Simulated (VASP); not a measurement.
**Pt: single point with r2SCAN**

Crystal: Pt.

```
Pt
1.0
     4.50061    0.00000    0.00000
    -2.25030    3.89764    0.00000
     0.00000    0.00000    2.68115
Pt
3
Direct
  0.00000 0.00000 0.00000
  0.33333 0.66667 0.50000
  0.66667 0.33333 0.50000
```

This isn't the form of Pt at room conditions, which is fcc.

```json
{"Program": "VASP 6.6.1", "Task": "single point", "Functional": "r2SCAN", "Potentials or basis": "VASP PAW PBE potentials, release 64 (Pt)", "Cutoff": "520 eV", "k mesh": "11 × 11 × 15", "Occupations": "fermi-dirac, width 0.05 eV", "Spin": "collinear spin", "Starting moments": "[-0.23, -0.195, -0.195] μB"}
```

- Pressure: 0.4 GPa
- Band gap on the k mesh: zero (filled and empty bands overlap)
- Net moment: 0.00 μB per cell
- Valence electrons inside the program's atomic spheres: Pt 9.17, 9.29 (each value once)

Stress tensor (GPa, compression positive):
```
0.53 0.00 0.00
0.00 0.53 0.00
0.00 0.00 0.07
```

Levels at points of the mesh, in eV from the Fermi level:
Spin up:
```tsv
k point	band 12	band 13	band 14	band 15	band 16	band 17	band 18	band 19
(0.00, 0.00, 0.00)	-2.09	-1.90	-1.90	0.31	0.31	5.34	6.37	7.72
```
Spin down:
```csv
k point,band 13,band 14,band 15,band 16,band 17,band 18
"(0.00, 0.00, 0.00)",-1.90,-1.90,0.31,0.31,5.34,6.37
```

It took 19 min on 1 thread of Intel Xeon 8259CL, on a shared host, peak memory 0.35 GiB.

Caveat: the PAW data sets were made with another functional, which shifts forces and pressure a little; spin-orbit coupling is left out, which moves the levels of the heavy elements.
